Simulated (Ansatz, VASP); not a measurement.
## Two plane-wave programs on SnSe2

```xyz
3
Lattice="3.8612 0.0000 0.0000 -1.9306 3.3439 0.0000 0.0000 0.0000 6.2167" Properties=species:S:1:pos:R:3 pbc="T T T"
Sn    0.0000    0.0000    0.0000
Se    0.0000    2.2292    1.5917
Se    1.9306    1.1146    4.6250
```

Change from the starting cell: volume scaled by 1.04, ions relaxed.

Alike in both runs: functional PBE; k mesh 13 × 13 × 7; occupations fermi-dirac, width 0.02 eV; no spin polarisation.

Ansatz relaxed the structure, and its values are those at the end. VASP's run is a single point on that final structure, the one shown.

```csv
,VASP,Ansatz
version,VASP 6.6.1,Ansatz 0.2.0
potentials or method,"VASP PAW PBE potentials, release 64 (Sn_d, Se)","plane-wave PAW, scalar-relativistic"
plane-wave cutoff (eV),520,420
valence electrons in the cell,26,46
```

VASP gave:

```
pressure (GPa)                     : 1.2
rms of the force components (eV/Å) : 0.007
```

What did Ansatz give for the same quantities?

Pressure (GPa): 1.1; rms of the force components (eV/Å): 0.001.

VASP's potentials hold 26 valence electrons a cell and Ansatz's 46, so a difference there can come from the potentials and not from the codes. Ansatz's warnings: stress scf threshold loose.
